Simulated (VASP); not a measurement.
# TiSbSe4 (P4/mmm) in VASP: single point with PBE

Aim: the single point of TiSbSe4 with PBE.

Everything below comes from runs of VASP 6.6.1. Logs are shortened: lines on timing, memory, paths and dates and some standing lists are left out, and cuts for length are marked.

### 1 The cell of the first run

The structure is tetragonal, space group P4/mmm (No. 123). Conventional cell: a = 3.294 Å, b = 3.294 Å, c = 13.744 Å, α = 90.00°, β = 90.00°, γ = 90.00°. Ti (site symmetry 4/mmm) has 8 Se at 2.77 Å and 4 Ti at 3.29 Å within 3.6 Å. Within 3.9 Å of Sb (site symmetry 4/mmm) lie 8 Se at 2.97 Å and 4 Sb at 3.29 Å. Within 3.6 Å of Se (site symmetry 4mm) lie 4 Ti at 2.77 Å and 5 Se at 2.99 to 3.29 Å. Within 3.9 Å of Se (site symmetry 4mm) lie 4 Sb at 2.97 Å and 5 Se at 3.29 to 3.68 Å.

The cell was generated, and may not be a known phase.

### 2 Single point, PBE, collinear spin

INCAR

```
SYSTEM = TiSbSe4
  PREC = Accurate
  ENCUT = 520
  EDIFF = 1E-6
  ISMEAR = 0
  SIGMA = 0.1
  LREAL = .False.
  LASPH = .True.
  NELM = 150
  ALGO = Normal
  ISIF = 2
  LWAVE = .False.
  LCHARG = .True.
  ISPIN = 2
  MAGMOM = 1 0 0 0 0 0
  LORBIT = 11
  LMAXMIX = 4
  GGA = PE
  LELF = .True.
  LVHAR = .True.
  NBANDS = 34
```

KPOINTS

```
Automatic mesh
0
Gamma
  6 6 2
  0 0 0
```

POSCAR

```
TiSbSe4
1.0
    3.2936049999      0.0000000000      0.0000000000
    0.0000000000      3.2936049999      0.0000000000
    0.0000000000      0.0000000000     13.7439190435
Ti Sb Se
1 1 4
Direct
    0.0000000000      0.0000000000      0.0000000000
    0.5000000000      0.5000000000      0.5000000000
    0.5000000000      0.5000000000      0.1087916711
    0.0000000000      0.0000000000      0.6337275261
    0.0000000000      0.0000000000      0.3662724739
    0.5000000000      0.5000000000      0.8912083289
```

Potentials or basis: VASP PAW PBE potentials, release 64 (Ti_sv, Sb, Se).

The run is started by

```sh
$ cat potpaw_PBE.64/Ti_sv/POTCAR potpaw_PBE.64/Sb/POTCAR potpaw_PBE.64/Se/POTCAR > POTCAR
$ mpirun -np 1 vasp_std > vasp.out
```

OUTCAR:

```text
SYSTEM = TiSbSe4
   PREC = Accurate
   ENCUT = 520
   EDIFF = 1E-6
   ISMEAR = 0
   LREAL = .False.
   LASPH = .True.
   NELM = 150
   ISIF = 2
   ISPIN = 2
   LORBIT = 11
   GGA = PE

 ion  position               nearest neighbor table
   1  0.000  0.000  0.000-   3 2.77   6 2.77   3 2.77   6 2.77   3 2.77   6 2.77   3 2.77   6 2.77

   2  0.500  0.500  0.500-   4 2.97   5 2.97   4 2.97   5 2.97   4 2.97   5 2.97   4 2.97   5 2.97

   3  0.500  0.500  0.109-   1 2.77   1 2.77   1 2.77   1 2.77
   4  0.000  0.000  0.634-   2 2.97   2 2.97   2 2.97   2 2.97
   5  0.000  0.000  0.366-   2 2.97   2 2.97   2 2.97   2 2.97
   6  0.500  0.500  0.891-   1 2.77   1 2.77   1 2.77   1 2.77

  LATTYP: Found a simple tetragonal cell.
 ALAT       =     3.2936049999
 C/A-ratio  =     4.1729105475

  Lattice vectors:

 A1 = (   3.2936049999,   0.0000000000,   0.0000000000)
 A2 = (   0.0000000000,   3.2936049999,   0.0000000000)
 A3 = (   0.0000000000,   0.0000000000,  13.7439190435)

Analysis of symmetry for initial positions (statically):
=====================================================================
 Subroutine PRICEL returns:
 Original cell was already a primitive cell.

 Routine SETGRP: Setting up the symmetry group for a
 simple tetragonal supercell.

 Subroutine GETGRP returns: Found 16 space group operations
 (whereof 16 operations were pure point group operations)
 out of a pool of 16 trial point group operations.

The static configuration has the point symmetry D_4h.

Analysis of symmetry for dynamics (positions and initial velocities):
=====================================================================
 Subroutine PRICEL returns:
 Original cell was already a primitive cell.

 Routine SETGRP: Setting up the symmetry group for a
 simple tetragonal supercell.

 Subroutine GETGRP returns: Found 16 space group operations
 (whereof 16 operations were pure point group operations)
 out of a pool of 16 trial point group operations.

The dynamic configuration has the point symmetry D_4h.

Analysis of structural, dynamic, and magnetic symmetry:
=====================================================================
 Subroutine PRICEL returns:
 Original cell was already a primitive cell.

 Routine SETGRP: Setting up the symmetry group for a
 simple tetragonal supercell.

 Subroutine GETGRP returns: Found 16 space group operations
 (whereof 16 operations were pure point group operations)
 out of a pool of 16 trial point group operations.

The overall configuration has the point symmetry D_4h.

 Subroutine INISYM returns: Found 16 space group operations
 (whereof 16 operations are pure point group operations),
 and found     1 'primitive' translations

----------------------------------------------------------------------------------------

                                     Primitive cell

  volume of cell :     149.0918

  direct lattice vectors                    reciprocal lattice vectors
     3.293605000  0.000000000  0.000000000     0.303618679  0.000000000  0.000000000
     0.000000000  3.293605000  0.000000000     0.000000000  0.303618679  0.000000000
     0.000000000  0.000000000 13.743919044     0.000000000  0.000000000  0.072759451

  length of vectors
     3.293605000  3.293605000 13.743919044     0.303618679  0.303618679  0.072759451

  position of ions in fractional coordinates (direct lattice)
     0.000000000  0.000000000  0.000000000
     0.500000000  0.500000000  0.500000000
     0.500000000  0.500000000  0.108791671
     0.000000000  0.000000000  0.633727526
     0.000000000  0.000000000  0.366272474
     0.500000000  0.500000000  0.891208329

  ion indices of the primitive-cell ions
   primitive index   ion index
                 1           1
                 2           2
                 3           3
                 4           4
                 5           5
                 6           6

[... 29 lines left out ...]
  0.166667  0.000000  0.000000      4.000000
  0.333333  0.000000  0.000000      4.000000
  0.500000  0.000000  0.000000      2.000000
  0.166667  0.166667  0.000000      4.000000
  0.333333  0.166667  0.000000      8.000000
[... 12 lines left out ...]
  0.500000  0.333333  0.500000      4.000000
  0.500000  0.500000  0.500000      1.000000
   k-points           NKPTS =     20   k-points in BZ     NKDIM =     20   number of bands    NBANDS=     34
   number of dos      NEDOS =    301   number of ions     NIONS =      6
   total plane-waves  NPLWV =  62208
   dimension x,y,z NGX =    24 NGY =   24 NGZ =  108
   dimension x,y,z NGXF=    48 NGYF=   48 NGZF=  216
   ions per type =               1   1   4
   NGX,Y,Z   is equivalent  to a cutoff of  12.11, 12.11, 13.06 a.u.
   NGXF,Y,Z  is equivalent  to a cutoff of  24.23, 24.23, 26.13 a.u.
 SYSTEM =  TiSbSe4
   PREC   = accura    normal or accurate (medium, high low for compatibility)
   ISTART =      0    job   : 0-new  1-cont  2-samecut
   ICHARG =      2    charge: 1-file 2-atom 10-const
   ISPIN  =      2    spin polarized calculation?
   LNONCOLLINEAR =      F non collinear calculations
   LSORBIT =      F    spin-orbit coupling
   LASPH  =      T    aspherical Exc in radial PAW
   ENCUT  =  520.0 eV  38.22 Ry    6.18 a.u.   6.12  6.12 25.55*2*pi/ulx,y,z
   NELM   =    150;   NELMIN=  2; NELMDL= -5     # of ELM steps
   EDIFF  = 0.1E-05   stopping-criterion for ELM
   LREAL  =      F    real-space projection
   EDIFFG = 0.1E-04   stopping-criterion for IOM
   NSW    =      0    number of steps for IOM
   IBRION =     -1    ionic relax: 0-MD 1-quasi-New 2-CG
   NFREE  =      0    steps in history (QN), initial steepest desc. (CG)
   ISIF   =      2    stress and relaxation
   ISYM   =      2    0-nonsym 1-usesym 2-fastsym
   POTIM  = 0.5000    time-step for ionic-motion
   TEBEG  =    0.0;   TEEND  =   0.0 temperature during run
   PSTRESS=    0.0 pullay stress
   NELECT =      41.0000    total number of electrons
   NUPDOWN=      -1.0000    fix difference up-down
   EMIN   =  10.00;   EMAX   =-10.00  energy-range for DOS
   EFERMI =   0.00;   METHOD = LEGACY
   ISMEAR =     0;   SIGMA  =   0.10  broadening in eV -4-tet -1-fermi 0-gaus
   EFERMI_NEDOS =   21; number of points for ismear=-14 and -15
   IALGO  =     38    algorithm
   IMIX   =      4    mixing-type and parameters
     AMIX     =   0.40;   BMIX     =  1.00
     AMIX_MAG =   1.60;   BMIX_MAG =  1.00
  volume/ion in A,a.u.               =      24.85       167.69
  Fermi-wavevector in a.u.,A,eV,Ry     =   1.064596  2.011795 15.420368  1.133365
  Thomas-Fermi vector in A             =   2.200120
   LORBIT       =     11    0 simple, 1 ext, 2 COOP (PROOUT), +10 PAW based schemes
   GGA     = PE    functional components
   LHFCALC =     F    Hartree Fock is set to
   AEXX    =    0.0000 exact exchange contribution
   IVDW    =     0    specifies the selected vdW correction
   LEPSILON=     F    determine dielectric tensor
   LRPA    =     F    only Hartree local field effects (RPA)
 spin polarized calculation
 Gauss-broadening in eV      SIGMA  =   0.10
  energy-cutoff  :      520.00
  volume of cell :      149.09
 maximum number of plane-waves:      4080
   NGX = 13   NGY = 13   NGZ = 51

 number of electron      41.0000015 magnetization       0.4894743

 Free energy of the ion-electron system (eV)
  ---------------------------------------------------
  ext. energy  EPLUGINS =         0.00000000
  ---------------------------------------------------
  free energy    TOTEN  =       -27.41731523 eV

  energy without entropy =      -27.39058091  energy(sigma->0) =      -27.40394807

 E-fermi :   4.5395     XC(G=0):  -9.4697

 val. band max:        4.5285680734   @ k =   0.1667   0.0000   0.0000
 cond. band min:       4.5433093858   @ k =   0.5000   0.1667   0.5000
 fundamental gap:      0.0147413124
 Fermi energy:         4.5394587381

 spin component 1

 k-point     1 :       0.0000    0.0000    0.0000
  band No.  band energies     occupation
      1     -53.1137      1.00000
      2     -29.4013      1.00000
      3     -29.2827      1.00000
      4     -29.2827      1.00000
      5     -10.4625      1.00000
      6      -9.5492      1.00000
[... 689 lines left out ...]
     31       8.7854      0.00000
     32       9.9462      0.00000
 Fermi energy:         4.5394587381

 spin component 2

 k-point     1 :       0.0000    0.0000    0.0000
  band No.  band energies     occupation
      1     -52.6952      1.00000
      2     -28.9635      1.00000
      3     -28.8702      1.00000
      4     -28.8702      1.00000
      5     -10.4628      1.00000
      6      -9.5466      1.00000
[... 689 lines left out ...]
     31       8.9867      0.00000
     32      10.0994      0.00000
 [bands above 32 left out]

------------------------ aborting loop because EDIFF is reached ----------------------------------------

  FORCE on cell =-STRESS in cart. coord.  units (eV):
  Direction    XX          YY          ZZ          XY          YZ          ZX
  --------------------------------------------------------------------------------------
  -------------------------------------------------------------------------------------
  Total        0.0730278      0.0730278      0.0205639      0.0000000     -0.0000000     -0.0000000
  in kB        0.7847747      0.7847747      0.2209846      0.0000000     -0.0000000     -0.0000000
  external PRESSURE =       0.5968447 kB  Pullay stress =       0.0000000 kB

 VOLUME and BASIS-vectors are now :
 -----------------------------------------------------------------------------
  energy-cutoff  :      520.00
  volume of cell :      149.09
      direct lattice vectors                 reciprocal lattice vectors
     3.293605000  0.000000000  0.000000000     0.303618679  0.000000000  0.000000000
     0.000000000  3.293605000  0.000000000     0.000000000  0.303618679  0.000000000
     0.000000000  0.000000000 13.743919044     0.000000000  0.000000000  0.072759451

 POSITION                                       TOTAL-FORCE (eV/Angst)
 -----------------------------------------------------------------------------------
      0.00000      0.00000      0.00000         0.000000      0.000000      0.000000
      1.64680      1.64680      6.87196         0.000000      0.000000      0.000000
      1.64680      1.64680      1.49522         0.000000      0.000000      0.028998
      0.00000      0.00000      8.70990         0.000000     -0.000000     -0.024095
      0.00000      0.00000      5.03402         0.000000      0.000000      0.024095
      1.64680      1.64680     12.24870         0.000000     -0.000000     -0.028998
 -----------------------------------------------------------------------------------
    total drift:                                0.000000     -0.000000      0.000000

  FREE ENERGIE OF THE ION-ELECTRON SYSTEM (eV)
  ---------------------------------------------------
  free  energy   TOTEN  =       -27.4173152326 eV

  energy  without entropy=      -27.3905809117  energy(sigma->0) =      -27.40394807

 total charge

# of ion       s       p       d       tot
------------------------------------------
    1        2.139   6.096   1.842  10.077
    2        1.299   0.901   0.073   2.273
    3        1.487   2.274   0.035   3.796
    4        1.510   2.183   0.031   3.724
    5        1.510   2.183   0.031   3.724
    6        1.487   2.274   0.035   3.796
--------------------------------------------------
tot          9.432  15.910   2.048  27.389

 magnetization (x)

# of ion       s       p       d       tot
------------------------------------------
    1        0.005   0.005   0.415   0.425
    2       -0.000   0.000   0.000  -0.000
    3       -0.000  -0.027   0.003  -0.024
    4        0.000  -0.000  -0.000  -0.000
    5        0.000  -0.000  -0.000  -0.000
    6       -0.000  -0.027   0.003  -0.024
--------------------------------------------------
tot          0.005  -0.049   0.420   0.376
```

Wall time 10 min (1 thread of Intel Xeon 8259CL, shared host); peak memory 0.39 GiB.

What came out:

```
Free energy                                           : -27.4173 eV
Pressure                                              : 0.1 GPa
Largest force                                         : 0.029 eV/Å
Net moment                                            : 0.49 μB per cell
Site moments                                          : Ti +0.42; Sb -0.00; Se -0.02, -0.00 (each value once) μB
Valence electrons inside the program's atomic spheres : Ti 10.08; Sb 2.27; Se 3.80, 3.72 (each value once)
```

Forces on the atoms (eV/Å):
```
Ti   0.000  0.000  0.000
Sb   0.000  0.000  0.000
Se   0.000  0.000  0.029
Se   0.000  0.000 -0.024
Se   0.000  0.000  0.024
Se   0.000  0.000 -0.029
```

Caveat: a moment this small can come from the mesh or the smearing; spin-orbit coupling is left out, which moves the levels of the heavy elements; this functional lacks dispersion, which binds layers or chains, so the pressure and a relaxed spacing across them are unreliable.
